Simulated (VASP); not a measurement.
Write the native input for VASP 6.6.1 that does the following.

- Task: single point
- Functional: r2SCAN
- Potentials or basis: VASP PAW PBE potentials, release 64 (In_d, Sb)
- Cutoff: 520 eV
- k mesh: 10 × 10 × 10
- Occupations: gaussian, width 0.03 eV
- Spin: no spin polarisation
- Dipole correction: no
- Further INCAR settings: ALGO = Normal; EDIFF = 1e-06; NBANDS = 16

The system is InSb.

```
CELL_PARAMETERS angstrom
0.00000 3.23910 3.23910
3.32008 0.00000 3.23910
3.32008 3.23910 0.00000
ATOMIC_POSITIONS crystal
In 0.00000 0.00000 0.00000
Sb 0.75000 0.75000 0.75000
```

This cell differs from its parent crystal: strain +0.0250 x Voigt [1, 0, 0, 0, 0, 0].

The input as run:

POSCAR

```
InSb
1.0
    0.0000000000      3.2391000000      3.2391000000
    3.3200775000      0.0000000000      3.2391000000
    3.3200775000      3.2391000000      0.0000000000
In Sb
1 1
Direct
    0.0000000000      0.0000000000      0.0000000000
    0.7500000000      0.7500000000      0.7500000000
```

INCAR.step1

```
PREC = Accurate
ENCUT = 520
ISMEAR = 0
SIGMA = 0.03
LREAL = False
LASPH = True
NELM = 80
NBANDS = 16
GGA = PE
ALGO = Normal
EDIFF = 1E-4
LWAVE = True
LCHARG = False
```

INCAR.step2

```
PREC = Accurate
ENCUT = 520
EDIFF = 1E-6
ISMEAR = 0
SIGMA = 0.03
LREAL = False
LASPH = True
NELM = 80
ALGO = Normal
ISIF = 2
LWAVE = False
LCHARG = False
METAGGA = R2SCAN
LMIXTAU = True
NBANDS = 16
ISTART = 1
```

KPOINTS

```
regular mesh
0
Gamma
  10 10 10
```

Potentials or basis: VASP PAW PBE potentials, release 64 (In_d, Sb).

Launch:

```bash
$ cat potpaw_PBE.64/In_d/POTCAR potpaw_PBE.64/Sb/POTCAR > POTCAR
$ cp INCAR.step1 INCAR
$ mpirun -np 1 vasp_std > vasp.out
$ cp INCAR.step2 INCAR
$ mpirun -np 1 vasp_std > vasp.out
```

It gave:

* Pressure: 0.5 GPa
* Band gap on the k mesh: 0.04 eV, direct

Caveat: the cell differs from its parent crystal (strain +0.0250 x Voigt [1, 0, 0, 0, 0, 0]); the PAW data sets were made with another functional, which shifts forces and pressure a little; spin-orbit coupling is left out, which moves the levels of the heavy elements.

Run time: 6.6 min on 1 thread of Intel(R) Xeon(R) Platinum 8259CL CPU @ 2.50GHz (Skylake/Cascade Lake), with other jobs on the host, peak memory 0.3 GiB.
